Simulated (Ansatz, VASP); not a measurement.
## Mo3W in VASP and in Ansatz

File INCAR:

```
SYSTEM = Mo3W
PREC     = Accurate       ! precision mode
ENCUT    = 500            ! plane-wave cutoff, eV
EDIFF    = 1E-6           ! SCF threshold, eV
ISMEAR   = 0              ! smearing method
SIGMA    = 0.1            ! smearing width, eV
LREAL    = .False.        ! projectors in reciprocal space
LASPH    = .True.         ! aspherical terms in the spheres
NELM     = 120            ! most SCF steps
ALGO     = Normal         ! electronic algorithm
ISIF     = 2              ! what is computed and relaxed
LWAVE    = .False.        ! write WAVECAR
LCHARG   = .True.         ! write CHGCAR
GGA      = PE             ! functional
LELF     = .True.         ! ELF
LVHAR    = .True.       
NBANDS   = 66             ! bands
GGA_COMPAT= .False.
```

File KPOINTS:

```
regular mesh
0
Gamma
  3 3 4
  0 0 0
```

Contents of POSCAR:

```
Mo3W
1.0
    6.5833397900      0.0000000000      0.0000000000
   -3.2916699000      5.7013395000      0.0000000000
    0.0000000000      0.0000000000      5.0655608900
Mo W
6 2
Direct
    0.1677048800      0.3354097600      0.2500000000
    0.6645902400      0.8322951200      0.2500000000
    0.1677048800      0.8322951200      0.2500000000
    0.8322951200      0.6645902400      0.7500000000
    0.3354097600      0.1677048800      0.7500000000
    0.8322951200      0.1677048800      0.7500000000
    0.3333333300      0.6666666700      0.7500000000
    0.6666666700      0.3333333300      0.2500000000
```

Input for Ansatz:

```yaml
crystal:
  lattice:
    - [6.58333979, 0.0, 0.0]
    - [-3.2916699, 5.7013395, 0.0]
    - [0.0, 0.0, 5.06556089]
  atoms:
    - { symbol: Mo, position: [0.16770488, 0.33540976, 0.25] }
    - { symbol: Mo, position: [0.66459024, 0.83229512, 0.25] }
    - { symbol: Mo, position: [0.16770488, 0.83229512, 0.25] }
    - { symbol: Mo, position: [0.83229512, 0.66459024, 0.75] }
    - { symbol: Mo, position: [0.33540976, 0.16770488, 0.75] }
    - { symbol: Mo, position: [0.83229512, 0.16770488, 0.75] }
    - { symbol: W, position: [0.33333333, 0.66666667, 0.75] }
    - { symbol: W, position: [0.66666667, 0.33333333, 0.25] }
basis:
  ecutwfc: 420
kpoints:
  mp_grid: { grid: [3, 3, 4] }
hamiltonian:
  xc: pbe
scf:
  occupations: { method: gaussian, width: 0.1 }
  lower_state_search: "off"
output:
  forces: true
  stress: true
  eigenvalues: true
```

Change from the starting cell: species swapped into the Y3Er type (P6_3/mmc, No. 194).

Alike in both runs: task single point; functional PBE; k mesh 3 × 3 × 4; occupations gaussian, width 0.1 eV; no spin polarisation.

|  | VASP | Ansatz |
| --- | --- | --- |
| version | VASP 6.6.1 | Ansatz 0.2.0 |
| potentials or method | VASP PAW PBE potentials, release 64 (Mo_sv, W_sv), cutoff 500 eV | scalar-relativistic, plane waves, PAW |
| valence electrons in the cell | 112 | 112 |

```csv
,VASP,Ansatz,Ansatz less VASP
gap on the k mesh at the Fermi level (eV),none,none,-
rms of the force components (eV/Å),0.141,0.141,-0.0003
```

Atom by atom the forces differ by 0.000 eV/Å (rms over components). A gap of «none» marks a metal or a gap that the smearing closes. The functional is the same, so the differences come from potentials, cutoffs and numerics.

The k mesh is coarse, so the values compare programs but aren't converged. Spin-orbit coupling is off throughout.
